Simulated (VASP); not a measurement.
# MnO (P6_3mc) in VASP: notebook

The runs below take MnO through relaxation of shape and atoms at fixed volume, with PBEsol+U, PBE+U.

Everything below comes from runs of VASP 6.6.1. Logs are shortened: lines on timing, memory, paths and dates and some standing lists are left out, and cuts for length are marked.

## 1. The cell of the first run

The structure is hexagonal, space group P6_3mc (No. 186). The conventional cell has a = 3.399 Å, b = 3.399 Å, c = 5.285 Å, α = 90.00°, β = 90.00°, γ = 120.00°. Mn (site symmetry 3m) has 4 O at 2.05 to 2.06 Å within 2.7 Å. O (site symmetry 3m) has 4 Mn at 2.05 to 2.06 Å within 2.7 Å.

## 2. Relaxation of shape and atoms at fixed volume, PBEsol+U, collinear spin, ferromagnetic start (13.22 Å³/atom)

INCAR reads:

```
PREC = Accurate
ENCUT = 600
EDIFF = 1E-7
ISMEAR = 0
SIGMA = 0.05
LREAL = F
LASPH = T
NELM = 150
ALGO = Normal
ISIF = 4
LWAVE = F
LCHARG = F
ISPIN = 2
MAGMOM = 4.45 4.45 0.15 0.15
LORBIT = 11
LMAXMIX = 4
LDAU = T
LDAUTYPE = 2
LDAUL = 2 -1
LDAUU = 3.9 0
LDAUJ = 0 0
LDAUPRINT = 1
GGA = PS
IBRION = 2
NSW = 60
EDIFFG = -0.01
```

KPOINTS reads:

```
regular mesh
0
Gamma
  8 8 4
```

POSCAR reads:

```
MnO
1.0
    3.3987017089      0.0000000000      0.0000000000
   -1.6993508545      2.9433620198      0.0000000000
    0.0000000000      0.0000000000      5.2849589983
Mn O
2 2
Direct
    0.3333333333      0.6666666667     -0.0019152078
    0.6666666667      0.3333333333      0.4980847922
    0.3333333333      0.6666666667      0.3883452078
    0.6666666667      0.3333333333      0.8883452078
```

Potentials or basis: VASP PAW PBE potentials, release 64 (Mn_pv, O).

The run is started by

```sh
$ cat potpaw_PBE.64/Mn_pv/POTCAR potpaw_PBE.64/O/POTCAR > POTCAR
$ mpirun -np 1 vasp_std > vasp.out
```

OUTCAR:

```text
PREC = Accurate
   ENCUT = 600
   EDIFF = 1E-7
   ISMEAR = 0
   LREAL = F
   LASPH = T
   NELM = 150
   ISIF = 4
   ISPIN = 2
   LORBIT = 11
   GGA = PS
   IBRION = 2
   NSW = 60
   EDIFFG = -0.01

 ion  position               nearest neighbor table
   1  0.333  0.667  0.998-   4 2.05   4 2.05   4 2.05   3 2.06
   2  0.667  0.333  0.498-   3 2.05   3 2.05   3 2.05   4 2.06
   3  0.333  0.667  0.388-   2 2.05   2 2.05   2 2.05   1 2.06
   4  0.667  0.333  0.888-   1 2.05   1 2.05   1 2.05   2 2.06

  LATTYP: Found a hexagonal cell.
 ALAT       =     3.3987017089
 C/A-ratio  =     1.5549934801

  Lattice vectors:

 A1 = (   3.3987017089,   0.0000000000,   0.0000000000)
 A2 = (  -1.6993508545,   2.9433620198,   0.0000000000)
 A3 = (   0.0000000000,   0.0000000000,   5.2849589983)

Analysis of symmetry for initial positions (statically):
=====================================================================
 Subroutine PRICEL returns:
 Original cell was already a primitive cell.

 Routine SETGRP: Setting up the symmetry group for a
 hexagonal supercell.

 Subroutine GETGRP returns: Found 12 space group operations
 (whereof  6 operations were pure point group operations)
 out of a pool of 24 trial point group operations.

The static configuration has the point symmetry C_3v.
 The point group associated with its full space group is C_6v.

Analysis of symmetry for dynamics (positions and initial velocities):
=====================================================================
 Subroutine PRICEL returns:
 Original cell was already a primitive cell.

 Routine SETGRP: Setting up the symmetry group for a
 hexagonal supercell.

 Subroutine GETGRP returns: Found 12 space group operations
 (whereof  6 operations were pure point group operations)
 out of a pool of 24 trial point group operations.

The dynamic configuration has the point symmetry C_3v.
 The point group associated with its full space group is C_6v.

Analysis of structural, dynamic, and magnetic symmetry:
=====================================================================
 Subroutine PRICEL returns:
 Original cell was already a primitive cell.

 Routine SETGRP: Setting up the symmetry group for a
 hexagonal supercell.

 Subroutine GETGRP returns: Found 12 space group operations
 (whereof  6 operations were pure point group operations)
 out of a pool of 24 trial point group operations.

The overall configuration has the point symmetry C_3v.
 The point group associated with its full space group is C_6v.

 Subroutine INISYM returns: Found 12 space group operations
 (whereof  6 operations are pure point group operations),
 and found     1 'primitive' translations

----------------------------------------------------------------------------------------

                                     Primitive cell

  volume of cell :      52.8687

  direct lattice vectors                    reciprocal lattice vectors
     3.398701709  0.000000000  0.000000000     0.294229999  0.169873769  0.000000000
    -1.699350855  2.943362020  0.000000000     0.000000000  0.339747538  0.000000000
     0.000000000  0.000000000  5.284958998     0.000000000  0.000000000  0.189216227

  length of vectors
     3.398701709  3.398701709  5.284958998     0.339747538  0.339747538  0.189216227

  position of ions in fractional coordinates (direct lattice)
     0.333333333  0.666666667  0.998084792
     0.666666667  0.333333333  0.498084792
     0.333333333  0.666666667  0.388345208
     0.666666667  0.333333333  0.888345208

  ion indices of the primitive-cell ions
   primitive index   ion index
                 1           1
                 2           2
                 3           3
                 4           4

----------------------------------------------------------------------------------------

 KPOINTS: regular mesh

Automatic generation of k-mesh.
 Grid dimensions read from file:
 generate k-points for:    8    8    4

 Generating k-lattice:

  Cartesian coordinates                     Fractional coordinates (reciprocal lattice)
[... 29 lines left out ...]
  o =  0.9482  v =  0.7869 -0.0021 -0.0000  0.0027 -0.6170  0.0000  0.0000  0.0000  0.0000  0.0000      0.0000  0.0000  0.0000  0.0000  0.0000  0.0000  0.0000  0.0000  0.0000  0.0000
  o =  0.9721  v = -0.0000 -0.0000 -1.0000 -0.0000 -0.0000  0.0000  0.0000  0.0000  0.0000  0.0000      0.0000  0.0000  0.0000  0.0000  0.0000  0.0000  0.0000  0.0000  0.0000  0.0000

atom =   2  type =  1  l = 2

 onsite density matrix

spin component  1

  0.9482  0.0000  0.0000 -0.0000  0.0000
  0.0000  0.9412 -0.0000 -0.0000 -0.0000
  0.0000 -0.0000  0.9721 -0.0000  0.0000
 -0.0000 -0.0000 -0.0000  0.9412  0.0000
  0.0000 -0.0000  0.0000  0.0000  0.9482

spin component  2

  0.0458  0.0000  0.0000 -0.0001 -0.0000
  0.0000  0.0197 -0.0000 -0.0000 -0.0001
  0.0000 -0.0000  0.0757 -0.0000  0.0000
 -0.0001 -0.0000 -0.0000  0.0197  0.0000
 -0.0000 -0.0001  0.0000  0.0000  0.0458

 occupancies and eigenvectors

  o =  0.0197  v =  0.0000  0.0000  0.0000  0.0000  0.0000  0.0022  0.6561 -0.0000  0.7547  0.0019      0.0000  0.0000  0.0000  0.0000  0.0000  0.0000  0.0000  0.0000  0.0000  0.0000
  o =  0.0197  v =  0.0000  0.0000  0.0000  0.0000  0.0000 -0.0019  0.7547  0.0000 -0.6561  0.0022      0.0000  0.0000  0.0000  0.0000  0.0000  0.0000  0.0000  0.0000  0.0000  0.0000
  o =  0.0458  v =  0.0000  0.0000  0.0000  0.0000  0.0000  0.0297 -0.0029 -0.0000 -0.0001  0.9996      0.0000  0.0000  0.0000  0.0000  0.0000  0.0000  0.0000  0.0000  0.0000  0.0000
  o =  0.0458  v =  0.0000  0.0000  0.0000  0.0000  0.0000  0.9996  0.0001 -0.0000 -0.0029 -0.0297      0.0000  0.0000  0.0000  0.0000  0.0000  0.0000  0.0000  0.0000  0.0000  0.0000
  o =  0.0757  v =  0.0000  0.0000  0.0000  0.0000  0.0000  0.0000 -0.0000  1.0000 -0.0000  0.0000      0.0000  0.0000  0.0000  0.0000  0.0000  0.0000  0.0000  0.0000  0.0000  0.0000
  o =  0.9412  v =  0.0026  0.6561 -0.0000  0.7546  0.0023  0.0000  0.0000  0.0000  0.0000  0.0000      0.0000  0.0000  0.0000  0.0000  0.0000  0.0000  0.0000  0.0000  0.0000  0.0000
  o =  0.9412  v = -0.0023  0.7546  0.0000 -0.6561  0.0026  0.0000  0.0000  0.0000  0.0000  0.0000      0.0000  0.0000  0.0000  0.0000  0.0000  0.0000  0.0000  0.0000  0.0000  0.0000
  o =  0.9482  v =  0.9456 -0.0011 -0.0000 -0.0033  0.3252  0.0000  0.0000  0.0000  0.0000  0.0000      0.0000  0.0000  0.0000  0.0000  0.0000  0.0000  0.0000  0.0000  0.0000  0.0000
  o =  0.9482  v =  0.3252  0.0033 -0.0000 -0.0011 -0.9456  0.0000  0.0000  0.0000  0.0000  0.0000      0.0000  0.0000  0.0000  0.0000  0.0000  0.0000  0.0000  0.0000  0.0000  0.0000
  o =  0.9721  v = -0.0000  0.0000 -1.0000  0.0000 -0.0000  0.0000  0.0000  0.0000  0.0000  0.0000      0.0000  0.0000  0.0000  0.0000  0.0000  0.0000  0.0000  0.0000  0.0000  0.0000

--------------------------------------- Ionic step       19  -------------------------------------------

 number of electron      38.0000016 magnetization      10.0000006

 Free energy of the ion-electron system (eV)
  ---------------------------------------------------
  ext. energy  EPLUGINS =         0.00000000
  ---------------------------------------------------
  free energy    TOTEN  =       -32.32063615 eV

  energy without entropy =      -32.32038046  energy(sigma->0) =      -32.32050831

 E-fermi :   4.8969     XC(G=0): -10.8094

 val. band max:        4.8478859258   @ k =   0.3750   0.2500   0.5000
 cond. band min:       5.3510821129   @ k =   0.1250   0.0000   0.0000
 fundamental gap:      0.5031961872
 Fermi energy:         4.8968841876

 spin component 1

 k-point     1 :       0.0000    0.0000    0.0000
  band No.  band energies     occupation
      1     -44.6593      1.00000
      2     -44.6593      1.00000
      3     -44.6511      1.00000
      4     -44.6388      1.00000
      5     -44.6388      1.00000
      6     -44.5947      1.00000
[... 1514 lines left out ...]
  FREE ENERGIE OF THE ION-ELECTRON SYSTEM (eV)
  ---------------------------------------------------
  free  energy   TOTEN  =       -32.3206361525 eV

  energy  without entropy=      -32.3203804577  energy(sigma->0) =      -32.32050831

 reached required accuracy - stopping structural energy minimisation

 total charge

# of ion       s       p       d       tot
------------------------------------------
    1        0.220   6.194   4.938  11.352
    2        0.220   6.194   4.938  11.352
    3        1.546   3.430   0.000   4.977
    4        1.546   3.430   0.000   4.977
--------------------------------------------------
tot          3.533  19.249   9.875  32.657

 magnetization (x)

# of ion       s       p       d       tot
------------------------------------------
    1        0.035   0.038   4.534   4.608
    2        0.035   0.038   4.534   4.608
    3        0.018   0.099   0.000   0.117
    4        0.018   0.099   0.000   0.117
--------------------------------------------------
tot          0.106   0.274   9.069   9.449
```

Run time: 10 min. Hardware: 1 thread of Intel Xeon 6975P-C (Granite Rapids), shared host; peak memory 0.25 GiB.

What came out:

| Item | Value |
| --- | --- |
| Free energy | -32.3206 eV |
| Energy gained by relaxing | 33.7 meV/atom |
| Ionic steps | 19 |
| Pressure after relaxing | -2.5 GPa |
| Largest force after relaxing | 0.008 eV/Å |
| Band gap on the k mesh | zero (filled and empty bands overlap) |
| Net moment | 10.00 μB per cell |
| Site moments | Mn +4.61; O +0.12 μB |
| Valence electrons inside the program's atomic spheres | Mn 11.35; O 4.98 |

Forces in eV/Å, atoms in the order of the input:
```
Mn   0.000  0.000 -0.008
Mn   0.000  0.000 -0.008
O    0.000  0.000  0.008
O    0.000  0.000  0.008
```

Stress tensor (GPa, compression positive):
```
-2.43  0.00  0.00
 0.00 -2.43  0.00
 0.00  0.00 -2.52
```

Step by step:
| step | energy change (eV) | largest force (eV/Å) | pressure (GPa) | volume (Å³) |
| --- | --- | --- | --- | --- |
| 1 | 0.0000 | 0.0350 | 4.90 | 52.87 |
| 2 | -0.0005 | 0.0378 | 4.87 | 52.87 |
| 3 | -0.0019 | 0.0497 | 4.77 | 52.87 |
| 4 | -0.0040 | 0.0757 | 4.54 | 52.87 |
| 5 | -0.0058 | 0.1353 | 3.99 | 52.87 |
| 6 | -0.0061 | 0.1314 | 3.96 | 52.87 |
| 7 | -0.0068 | 0.1206 | 3.88 | 52.87 |
| 8 | -0.0082 | 0.1017 | 3.72 | 52.87 |
| 9 | -0.0107 | 0.0689 | 3.40 | 52.87 |
| 10 | -0.0152 | 0.0241 | 2.69 | 52.87 |
| 11 | -0.0292 | 0.0067 | 1.13 | 52.87 |
| 12 | -0.0997 | 0.0831 | -1.84 | 52.87 |
| 13 | 0.7827 | 3.5252 | 8.78 | 52.87 |
| 14 | -0.0980 | 0.1436 | -1.75 | 52.87 |
| 15 | -0.1089 | 0.2959 | -1.91 | 52.87 |
| 16 | -0.1233 | 0.1127 | -2.32 | 52.87 |
| 17 | -0.1346 | 0.0127 | -2.46 | 52.87 |
| 18 | -0.1345 | 0.0171 | -2.46 | 52.87 |
| 19 | -0.1347 | 0.0079 | -2.46 | 52.87 |

Final structure:
```
CELL_PARAMETERS angstrom
3.69787 0.00000 0.00000
-1.84893 3.20245 0.00000
0.00000 0.00000 4.46442
ATOMIC_POSITIONS crystal
Mn 0.33333 0.66667 0.94351
Mn 0.66667 0.33333 0.44351
O 0.33333 0.66667 0.44292
O 0.66667 0.33333 0.94292
```

Levels at points of the mesh, in eV from the Fermi level:
Spin up:
| k point | band 20 | band 21 | band 22 | band 23 | band 24 | band 25 | band 26 | band 27 | band 28 |
| --- | --- | --- | --- | --- | --- | --- | --- | --- | --- |
| (0.00, 0.00, 0.00) | -2.57 | -0.88 | -0.88 | -0.40 | -0.36 | -0.36 | 5.30 | 8.03 | 9.81 |
| (0.50, 0.00, 0.00) | -2.59 | -2.45 | -2.37 | -2.27 | -1.67 | 4.60 | 4.72 | 7.67 | 8.34 |
| (0.00, 0.00, 0.50) | -1.96 | -0.50 | -0.50 | -0.50 | -0.50 | 3.24 | 3.24 | 9.73 | 9.73 |
| (0.50, 0.00, 0.50) | -2.64 | -1.86 | -1.86 | -0.27 | -0.27 | 4.57 | 4.57 | 7.48 | 7.48 |
Spin down:
| k point | band 11 | band 12 | band 13 | band 14 | band 15 | band 16 | band 17 | band 18 |
| --- | --- | --- | --- | --- | --- | --- | --- | --- |
| (0.00, 0.00, 0.00) | -3.99 | -3.44 | -3.44 | -2.28 | 0.77 | 3.23 | 3.23 | 3.86 |
| (0.50, 0.00, 0.00) | -4.09 | -3.96 | -3.40 | -2.83 | 2.53 | 2.65 | 3.02 | 4.18 |
| (0.00, 0.00, 0.50) | -3.79 | -3.79 | -3.79 | -3.79 | 2.86 | 2.86 | 4.36 | 4.36 |
| (0.50, 0.00, 0.50) | -3.60 | -3.60 | -3.43 | -3.43 | 3.02 | 3.02 | 4.06 | 4.06 |

Eigenvalues of the final occupation matrices:
```
    site  spin  trace               eigenvalues
site 1 d     1   4.75  0.94 0.94 0.95 0.95 0.97
site 1 d     2   0.21  0.02 0.02 0.05 0.05 0.08
site 2 d     1   4.75  0.94 0.94 0.95 0.95 0.97
site 2 d     2   0.21  0.02 0.02 0.05 0.05 0.08
```

Caveat: a cell axis changed by over 15 % at a fixed basis, so the end point is rough; the PAW data sets were made with another functional, which shifts forces and pressure a little; only a ferromagnetic start was run, and an antiferromagnetic order may lie lower in energy. The state reached can hang on the start; a lower one may exist.

## 3. Relaxation of shape and atoms at fixed volume, PBE+U, collinear spin, ferromagnetic start

This run uses another cell than the first one, of 13.26 Å³/atom.

INCAR reads:

```
SYSTEM = MnO
ALGO     = Normal         ! electronic algorithm
EDIFF    = 1E-7           ! SCF threshold, eV
EDIFFG   = -0.015         ! ionic threshold
ENCUT    = 600            ! plane-wave cutoff, eV
GGA      = PE             ! functional
IBRION   = 2              ! ionic algorithm
ISIF     = 4              ! what is computed and relaxed
ISMEAR   = 0              ! smearing method
ISPIN    = 2              ! spin polarisation
LASPH    = .True.         ! aspherical terms in the spheres
LCHARG   = .False.        ! write CHGCAR
LDAU     = .True.         ! DFT+U
LDAUJ    = 0 0          
LDAUL    = 2 -1           ! shell
LDAUPRINT= 1            
LDAUTYPE = 2            
LDAUU    = 3.9 0          ! U, eV
LMAXMIX  = 4              ! l up to which the mixer works
LORBIT   = 11             ! projections on sites
LREAL    = .False.        ! projectors in reciprocal space
LWAVE    = .False.        ! write WAVECAR
MAGMOM   = 4.35 4.35 0 0  ! initial moments
NELM     = 150            ! most SCF steps
NSW      = 60             ! ionic steps
PREC     = Accurate       ! precision mode
SIGMA    = 0.05           ! smearing width, eV
```

KPOINTS reads:

```
k-points
0
Gamma
  8 8 4
  0 0 0
```

POSCAR reads:

```
MnO
1.0
    3.3717001892      0.0000000000      0.0000000000
   -1.6858500946      2.9199780178      0.0000000000
    0.0000000000      0.0000000000      5.3854988180
Mn O
2 2
Direct
    0.3333333333      0.6666666667      0.0109600000
    0.6666666667      0.3333333333      0.5109600000
    0.3333333333      0.6666666667      0.3754700000
    0.6666666667      0.3333333333      0.8754700000
```

Potentials or basis: VASP PAW PBE potentials, release 64 (Mn_pv, O).

The run is started by

```sh
$ cat potpaw_PBE.64/Mn_pv/POTCAR potpaw_PBE.64/O/POTCAR > POTCAR
$ mpirun -np 1 vasp_std > vasp.out
```

Wall time 20 min (1 thread of Intel Xeon 6975P-C (Granite Rapids), shared host); peak memory 0.27 GiB.

Results (log left out):

```
Free energy                                           : -30.9078 eV
Energy gained by relaxing                             : 64.0 meV/atom
Ionic steps                                           : 36
Pressure after relaxing                               : 2.1 GPa
Largest force after relaxing                          : 0.004 eV/Å
Band gap on the k mesh                                : zero (filled and empty bands overlap)
Net moment                                            : 10.00 μB per cell
Site moments                                          : Mn +4.62; O +0.12 μB
Valence electrons inside the program's atomic spheres : Mn 11.35; O 5.00
```

Forces in eV/Å, atoms in the order of the input:
```
Mn   0.000  0.000 -0.004
Mn   0.000  0.000 -0.004
O    0.000  0.000  0.004
O    0.000  0.000  0.004
```

Stress tensor (GPa, compression positive):
```
2.10 0.00 0.00
0.00 2.10 0.00
0.00 0.00 2.19
```

Step by step:
| step | energy change (eV) | largest force (eV/Å) | pressure (GPa) | volume (Å³) |
| --- | --- | --- | --- | --- |
| 1 | 0.0000 | 0.8944 | 10.66 | 53.02 |
| 2 | -0.0427 | 0.3305 | 10.24 | 53.02 |
| 3 | -0.0696 | 0.0730 | 9.95 | 53.02 |
| 4 | -0.0696 | 0.0864 | 9.94 | 53.02 |
| 5 | -0.0726 | 0.0852 | 9.95 | 53.02 |
| 6 | -0.0802 | 0.0877 | 9.92 | 53.02 |
| 7 | -0.0911 | 0.1108 | 9.67 | 53.02 |
| 8 | -0.1022 | 0.2203 | 8.46 | 53.02 |
| 9 | -0.1275 | 0.5889 | 4.87 | 53.02 |
| 10 | 1.0389 | 3.2715 | 19.36 | 53.02 |
| 11 | 0.0088 | 1.1721 | 6.84 | 53.02 |
| 12 | -0.0130 | 1.1713 | 5.78 | 53.02 |
| 13 | 0.1147 | 0.4663 | 8.50 | 53.02 |
| 14 | -0.0006 | 1.1623 | 6.02 | 53.02 |
| 15 | -0.0009 | 1.1565 | 6.03 | 53.02 |
| 16 | -0.0017 | 1.1386 | 6.05 | 53.02 |
| 17 | -0.0030 | 1.1017 | 6.07 | 53.02 |
| 18 | -0.0041 | 1.0231 | 6.16 | 53.02 |
| 19 | -0.0056 | 1.0191 | 6.13 | 53.02 |
| 20 | -0.0098 | 1.0076 | 6.07 | 53.02 |
| 21 | -0.0181 | 0.9849 | 5.95 | 53.02 |
| 22 | -0.0342 | 0.9403 | 5.71 | 53.02 |
| 23 | -0.0642 | 0.8556 | 5.25 | 53.02 |
| 24 | -0.1160 | 0.7026 | 4.46 | 53.02 |
| 25 | -0.1907 | 0.4560 | 3.27 | 53.02 |
| 26 | -0.2474 | 0.1489 | 2.27 | 53.02 |
| 27 | -0.2476 | 0.1395 | 2.27 | 53.02 |
| 28 | -0.2476 | 0.1315 | 2.26 | 53.02 |
| 29 | -0.2485 | 0.1266 | 2.25 | 53.02 |
| 30 | -0.2510 | 0.1106 | 2.21 | 53.02 |
| 31 | -0.2542 | 0.0702 | 2.16 | 53.02 |
| 32 | -0.2515 | 0.0499 | 2.25 | 53.02 |
| 33 | -0.2548 | 0.0431 | 2.16 | 53.02 |
| 34 | -0.2549 | 0.0381 | 2.16 | 53.02 |
| 35 | -0.2554 | 0.0246 | 2.14 | 53.02 |
| 36 | -0.2558 | 0.0039 | 2.13 | 53.02 |

Final structure:
```
CELL_PARAMETERS angstrom
3.69627 0.00000 0.00000
-1.84813 3.20106 0.00000
0.00000 0.00000 4.48122
ATOMIC_POSITIONS crystal
Mn 0.33333 0.66667 0.94336
Mn 0.66667 0.33333 0.44336
O 0.33333 0.66667 0.44307
O 0.66667 0.33333 0.94307
```

Levels at points of the mesh, in eV from the Fermi level:
Spin up:
| k point | band 22 | band 23 | band 24 | band 25 | band 26 | band 27 |
| --- | --- | --- | --- | --- | --- | --- |
| (0.00, 0.00, 0.00) | -0.84 | -0.33 | -0.33 | -0.25 | 5.42 | 8.17 |
| (0.50, 0.00, 0.00) | -2.34 | -2.21 | -1.63 | 4.79 | 4.84 | 7.78 |
| (0.00, 0.00, 0.50) | -0.47 | -0.47 | -0.47 | 3.34 | 3.34 | 9.94 |
| (0.50, 0.00, 0.50) | -1.83 | -0.27 | -0.27 | 4.75 | 4.75 | 7.58 |
Spin down:
| k point | band 12 | band 13 | band 14 | band 15 | band 16 | band 17 |
| --- | --- | --- | --- | --- | --- | --- |
| (0.00, 0.00, 0.00) | -3.39 | -3.39 | -2.23 | 0.91 | 3.32 | 3.32 |
| (0.50, 0.00, 0.00) | -3.91 | -3.34 | -2.79 | 2.64 | 2.75 | 3.11 |
| (0.00, 0.00, 0.50) | -3.73 | -3.73 | -3.73 | 2.98 | 2.98 | 4.42 |
| (0.50, 0.00, 0.50) | -3.54 | -3.37 | -3.37 | 3.12 | 3.12 | 4.13 |

Eigenvalues of the final occupation matrices:
| site | spin | trace | eigenvalues |
| --- | --- | --- | --- |
| site 1 d | 1 | 4.76 | 0.94 0.94 0.95 0.95 0.97 |
| site 1 d | 2 | 0.20 | 0.02 0.02 0.05 0.05 0.07 |
| site 2 d | 1 | 4.76 | 0.94 0.94 0.95 0.95 0.97 |
| site 2 d | 2 | 0.20 | 0.02 0.02 0.05 0.05 0.07 |

Caveat: a cell axis changed by over 15 % at a fixed basis, so the end point is rough; only a ferromagnetic start was run, and an antiferromagnetic order may lie lower in energy. The state reached can hang on the start; a lower one may exist.
